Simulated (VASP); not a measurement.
# BP (zincblende type) (F-43m) in VASP: relaxation of cell and atoms with PBEsol

Aim: the relaxation of cell and atoms of BP (zincblende type) with PBEsol.

Everything below comes from runs of VASP 6.6.1. Logs are shortened: lines on timing, memory, paths and dates and some standing lists are left out, and cuts for length are marked.

## (1) The cell of the first run

It takes space group F-43m (No. 216, cubic). Conventional cell: a = 4.452 Å, b = 4.452 Å, c = 4.452 Å, α = 90.00°, β = 90.00°, γ = 90.00°. Within 2.6 Å of B (site symmetry -43m) lie 4 P at 1.93 Å. Within 2.6 Å of P (site symmetry -43m) lie 4 B at 1.93 Å.

## (2) Relaxation of cell and atoms, PBEsol

Contents of INCAR:

```
SYSTEM = BP
PREC = Accurate ; ENCUT = 600
EDIFF = 1E-6 ; ISMEAR = -1
SIGMA = 0.05 ; LREAL = .False.
LASPH = .True. ; NELM = 80
ALGO = Normal ; ISIF = 3
LWAVE = .False. ; LCHARG = .False.
GGA = PS ; IBRION = 2
NSW = 60 ; EDIFFG = -0.005
```

Contents of KPOINTS:

```
Automatic mesh
0
Gamma
  15 15 15
  0 0 0
```

Contents of POSCAR:

```
BP
1.0
    0.0000000000      2.2260631449      2.2260631449
    2.2260631449      0.0000000000      2.2260631449
    2.2260631449      2.2260631449      0.0000000000
B P
1 1
Direct
    0.0000000000      0.0000000000      0.0000000000
    0.2500000000      0.2500000000      0.2500000000
```

Potentials or basis: VASP PAW PBE potentials, release 64 (B, P).

Launch:

```console
$ cat potpaw_PBE.64/B/POTCAR potpaw_PBE.64/P/POTCAR > POTCAR
$ mpirun -np 1 vasp_std > vasp.out
```

OUTCAR:

```text
SYSTEM = BP
   PREC = Accurate
   ENCUT = 600
   EDIFF = 1E-6
   ISMEAR = -1
   LREAL = .False.
   LASPH = .True.
   NELM = 80
   ISIF = 3
   GGA = PS
   IBRION = 2
   NSW = 60
   EDIFFG = -0.005

 ion  position               nearest neighbor table
   1  0.000  0.000  0.000-   2 1.93   2 1.93   2 1.93   2 1.93
   2  0.250  0.250  0.250-   1 1.93   1 1.93   1 1.93   1 1.93

  LATTYP: Found a face centered cubic cell.
 ALAT       =     4.4521262898

  Lattice vectors:

 A1 = (   0.0000000000,   2.2260631449,   2.2260631449)
 A2 = (   2.2260631449,   0.0000000000,   2.2260631449)
 A3 = (   2.2260631449,   2.2260631449,   0.0000000000)

Analysis of symmetry for initial positions (statically):
=====================================================================
 Subroutine PRICEL returns:
 Original cell was already a primitive cell.

 Routine SETGRP: Setting up the symmetry group for a
 face centered cubic supercell.

 Subroutine GETGRP returns: Found 24 space group operations
 (whereof 24 operations were pure point group operations)
 out of a pool of 48 trial point group operations.

The static configuration has the point symmetry T_d .

Analysis of symmetry for dynamics (positions and initial velocities):
=====================================================================
 Subroutine PRICEL returns:
 Original cell was already a primitive cell.

 Routine SETGRP: Setting up the symmetry group for a
 face centered cubic supercell.

 Subroutine GETGRP returns: Found 24 space group operations
 (whereof 24 operations were pure point group operations)
 out of a pool of 48 trial point group operations.

The dynamic configuration has the point symmetry T_d .

 Subroutine INISYM returns: Found 24 space group operations
 (whereof 24 operations are pure point group operations),
 and found     1 'primitive' translations

----------------------------------------------------------------------------------------

                                     Primitive cell

  volume of cell :      22.0619

  direct lattice vectors                    reciprocal lattice vectors
     0.000000000  2.226063145  2.226063145    -0.224611778  0.224611778  0.224611778
     2.226063145  0.000000000  2.226063145     0.224611778 -0.224611778  0.224611778
     2.226063145  2.226063145  0.000000000     0.224611778  0.224611778 -0.224611778

  length of vectors
     3.148128690  3.148128690  3.148128690     0.389039011  0.389039011  0.389039011

  position of ions in fractional coordinates (direct lattice)
     0.000000000  0.000000000  0.000000000
     0.250000000  0.250000000  0.250000000

  ion indices of the primitive-cell ions
   primitive index   ion index
                 1           1
                 2           2

----------------------------------------------------------------------------------------

 KPOINTS: Automatic mesh

Automatic generation of k-mesh.
 Grid dimensions read from file:
 generate k-points for:   15   15   15

 Generating k-lattice:

  Cartesian coordinates                     Fractional coordinates (reciprocal lattice)
    -0.014974119  0.014974119  0.014974119     0.066666667  0.000000000  0.000000000
     0.014974119 -0.014974119  0.014974119     0.000000000  0.066666667  0.000000000
     0.014974119  0.014974119 -0.014974119     0.000000000  0.000000000  0.066666667

  Length of vectors
     0.025935934  0.025935934  0.025935934

  Shift w.r.t. Gamma in fractional coordinates (k-lattice)
     0.000000000  0.000000000  0.000000000

 Subroutine IBZKPT returns following result:
 ===========================================

 Found    120 irreducible k-points:

 Following reciprocal coordinates:
            Coordinates               Weight
  0.000000  0.000000  0.000000      1.000000
  0.066667  0.000000  0.000000      8.000000
  0.133333  0.000000  0.000000      8.000000
  0.200000  0.000000  0.000000      8.000000
  0.266667  0.000000  0.000000      8.000000
  0.333333  0.000000  0.000000      8.000000
[... 16 lines left out ...]
  0.133333  0.133333  0.000000      6.000000
  0.200000  0.133333  0.000000     24.000000
 [... further k-points ...]
   k-points           NKPTS =    120   k-points in BZ     NKDIM =    120   number of bands    NBANDS=      8
   number of dos      NEDOS =    301   number of ions     NIONS =      2
   total plane-waves  NPLWV =  21952
   dimension x,y,z NGX =    28 NGY =   28 NGZ =   28
   dimension x,y,z NGXF=    56 NGYF=   56 NGZF=   56
   ions per type =               1   1
   NGX,Y,Z   is equivalent  to a cutoff of  14.79, 14.79, 14.79 a.u.
   NGXF,Y,Z  is equivalent  to a cutoff of  29.57, 29.57, 29.57 a.u.
 SYSTEM =  BP
   PREC   = accura    normal or accurate (medium, high low for compatibility)
   ISTART =      0    job   : 0-new  1-cont  2-samecut
   ICHARG =      2    charge: 1-file 2-atom 10-const
   ISPIN  =      1    spin polarized calculation?
   LNONCOLLINEAR =      F non collinear calculations
   LSORBIT =      F    spin-orbit coupling
   LASPH  =      T    aspherical Exc in radial PAW
   ENCUT  =  600.0 eV  44.10 Ry    6.64 a.u.   6.29  6.29  6.29*2*pi/ulx,y,z
   NELM   =     80;   NELMIN=  2; NELMDL= -5     # of ELM steps
   EDIFF  = 0.1E-05   stopping-criterion for ELM
   LREAL  =      F    real-space projection
   EDIFFG = -.5E-02   stopping-criterion for IOM
   NSW    =     60    number of steps for IOM
   IBRION =      2    ionic relax: 0-MD 1-quasi-New 2-CG
   NFREE  =      1    steps in history (QN), initial steepest desc. (CG)
   ISIF   =      3    stress and relaxation
   ISYM   =      2    0-nonsym 1-usesym 2-fastsym
   POTIM  = 0.5000    time-step for ionic-motion
   TEBEG  =    0.0;   TEEND  =   0.0 temperature during run
   PSTRESS=    0.0 pullay stress
   NELECT =       8.0000    total number of electrons
   NUPDOWN=      -1.0000    fix difference up-down
   EMIN   =  10.00;   EMAX   =-10.00  energy-range for DOS
   EFERMI =   0.00;   METHOD = LEGACY
   ISMEAR =    -1;   SIGMA  =   0.05  broadening in eV -4-tet -1-fermi 0-gaus
   EFERMI_NEDOS =   21; number of points for ismear=-14 and -15
   IALGO  =     38    algorithm
   IMIX   =      4    mixing-type and parameters
     AMIX     =   0.40;   BMIX     =  1.00
     AMIX_MAG =   1.60;   BMIX_MAG =  1.00
  volume/ion in A,a.u.               =      11.03        74.44
  Fermi-wavevector in a.u.,A,eV,Ry     =   1.167412  2.206088 18.542699  1.362850
  Thomas-Fermi vector in A             =   2.303912
   LORBIT       =      0    0 simple, 1 ext, 2 COOP (PROOUT), +10 PAW based schemes
   GGA     = PS    functional components
   LHFCALC =     F    Hartree Fock is set to
   AEXX    =    0.0000 exact exchange contribution
   IVDW    =     0    specifies the selected vdW correction
   LEPSILON=     F    determine dielectric tensor
   LRPA    =     F    only Hartree local field effects (RPA)
 conjugate gradient relaxation of ions
 non-spin polarized calculation
  energy-cutoff  :      600.00
  volume of cell :       22.06
 maximum number of plane-waves:       751
 NGX is ok and might be reduce to    28
   NGX = 13   NGY = 13   NGZ = 13

--------------------------------------- Ionic step        1  -------------------------------------------

 number of electron       8.0000000 magnetization

 Free energy of the ion-electron system (eV)
  ---------------------------------------------------
  ext. energy  EPLUGINS =         0.00000000
  ---------------------------------------------------
  free energy    TOTEN  =       -13.64856293 eV

  energy without entropy =      -13.64856280  energy(sigma->0) =      -13.64856287

------------------------ aborting loop because EDIFF is reached ----------------------------------------

  FORCE on cell =-STRESS in cart. coord.  units (eV):
  Direction    XX          YY          ZZ          XY          YZ          ZX
  --------------------------------------------------------------------------------------
  -------------------------------------------------------------------------------------
  Total        1.1714322      1.1714322      1.1714322     -0.0000000     -0.0000000     -0.0000000
  in kB       85.0717397     85.0717397     85.0717397     -0.0000000     -0.0000000     -0.0000000
  external PRESSURE =      85.0717397 kB  Pullay stress =       0.0000000 kB

 VOLUME and BASIS-vectors are now :
 -----------------------------------------------------------------------------
  energy-cutoff  :      600.00
  volume of cell :       22.06
      direct lattice vectors                 reciprocal lattice vectors
     0.000000000  2.226063145  2.226063145    -0.224611778  0.224611778  0.224611778
     2.226063145  0.000000000  2.226063145     0.224611778 -0.224611778  0.224611778
     2.226063145  2.226063145  0.000000000     0.224611778  0.224611778 -0.224611778
[... 37 lines left out ...]
 POSITION                                       TOTAL-FORCE (eV/Angst)
 -----------------------------------------------------------------------------------
      4.57793      4.57793      4.57793        -0.000000     -0.000000     -0.000000
      1.14448      1.14448      1.14448         0.000000      0.000000      0.000000
 -----------------------------------------------------------------------------------
    total drift:                               -0.000000     -0.000000     -0.000000

  FREE ENERGIE OF THE ION-ELECTRON SYSTEM (eV)
  ---------------------------------------------------
  free  energy   TOTEN  =       -13.6583695209 eV

  energy  without entropy=      -13.6583694736  energy(sigma->0) =      -13.65836950

--------------------------------------- Ionic step        3  -------------------------------------------

 number of electron       8.0000000 magnetization

 Free energy of the ion-electron system (eV)
  ---------------------------------------------------
  ext. energy  EPLUGINS =         0.00000000
  ---------------------------------------------------
  free energy    TOTEN  =       -13.67517713 eV

  energy without entropy =      -13.67517705  energy(sigma->0) =      -13.67517709

 E-fermi :   8.0805     XC(G=0): -11.0925

 val. band max:        7.5362606270   @ k =   0.0000   0.0000   0.0000
 cond. band min:       8.6530291082   @ k =   0.4000   0.4000   0.0000
 fundamental gap:      1.1167684812
 Fermi energy:         8.0804801999

 k-point     1 :       0.0000    0.0000    0.0000
  band No.  band energies     occupation
      1      -8.0606      2.00000
      2       7.5363      1.99996
      3       7.5363      1.99996
      4       7.5363      1.99996
      5      10.9096      0.00000
      6      10.9096      0.00000
      7      10.9096      0.00000
      8      15.0474      0.00000

 k-point     2 :       0.0667    0.0000    0.0000
  band No.  band energies     occupation
      1      -7.9794      2.00000
      2       6.8737      2.00000
      3       7.3906      2.00000
      4       7.3906      2.00000
      5      11.1100      0.00000
      6      11.1100      0.00000
      7      11.1750      0.00000
      8      15.2796      0.00000
[... 221 lines left out ...]
 k-point    23 :       0.1333    0.1333    0.0000
  band No.  band energies     occupation
      1      -7.6288      2.00000
      2       6.2178      2.00000
      3       6.2178      2.00000
      4       6.2225      2.00000
      5      10.1876      0.00000
      6      12.7008      0.00000
      7      12.7008      0.00000
      8      15.0635      0.00000

 k-point    24 :       0.2000    0.1333    0.0000
  band No.  band energies     occupation
      1      -7.3348      2.00000
      2       4.8921      2.00000
      3       5.7886      2.00000
      4       6.1500      2.00000
      5      10.1879      0.00000
      6      13.2055      0.00000
      7      13.3538      0.00000
      8      14.5819      0.00000

 [... further k-points ...]
[... 5 lines left out ...]
  --------------------------------------------------------------------------------------
  -------------------------------------------------------------------------------------
  Total       -0.0037295     -0.0037295     -0.0037295      0.0000000      0.0000000      0.0000000
  in kB       -0.2586055     -0.2586055     -0.2586055      0.0000000      0.0000000      0.0000000
  external PRESSURE =      -0.2586055 kB  Pullay stress =       0.0000000 kB

 VOLUME and BASIS-vectors are now :
 -----------------------------------------------------------------------------
  energy-cutoff  :      600.00
  volume of cell :       23.11
      direct lattice vectors                 reciprocal lattice vectors
     0.000000000  2.260646225  2.260646225    -0.221175695  0.221175695  0.221175695
     2.260646225 -0.000000000  2.260646225     0.221175695 -0.221175695  0.221175695
     2.260646225  2.260646225  0.000000000     0.221175695  0.221175695 -0.221175695

 POSITION                                       TOTAL-FORCE (eV/Angst)
 -----------------------------------------------------------------------------------
      0.00000      0.00000      0.00000         0.000000      0.000000      0.000000
      1.13032      1.13032      1.13032        -0.000000     -0.000000     -0.000000
 -----------------------------------------------------------------------------------
    total drift:                               -0.000000     -0.000000      0.000000

  FREE ENERGIE OF THE ION-ELECTRON SYSTEM (eV)
  ---------------------------------------------------
  free  energy   TOTEN  =       -13.6751771271 eV

  energy  without entropy=      -13.6751770519  energy(sigma->0) =      -13.67517709

 reached required accuracy - stopping structural energy minimisation
```

Wall time 52 s (1 thread of Intel Xeon 6975P-C, shared host); peak memory 0.17 GiB.

Results:

* Free energy: -13.6752 eV
* Relaxed volume: 11.55 Å³/atom
* Relaxed cell: a = 3.197 Å, b = 3.197 Å, c = 3.197 Å, α = 60.00°, β = 60.00°, γ = 60.00°
* Space group after relaxing (to 0.05 Å): F-43m (No. 216)
* Energy gained by relaxing: 13.3 meV/atom
* Ionic steps: 3
* Pressure after relaxing: 0.0 GPa
* Band gap on the k mesh: 1.12 eV, indirect (least direct gap 3.37 eV)

The path:
```
step  energy change (eV)  largest force (eV/Å)  pressure (GPa)  volume (Å³)
   1              0.0000                0.0000            8.51        22.06
   2             -0.0098                0.0000           -5.91        23.99
   3             -0.0266                0.0000           -0.03        23.11
```

Final structure:
```
CELL_PARAMETERS angstrom
0.00000 2.26065 2.26065
2.26065 0.00000 2.26065
2.26065 2.26065 0.00000
ATOMIC_POSITIONS crystal
B 0.00000 0.00000 0.00000
P 0.25000 0.25000 0.25000
```

Caveat: the PAW data sets were made with another functional, which shifts forces and pressure a little.
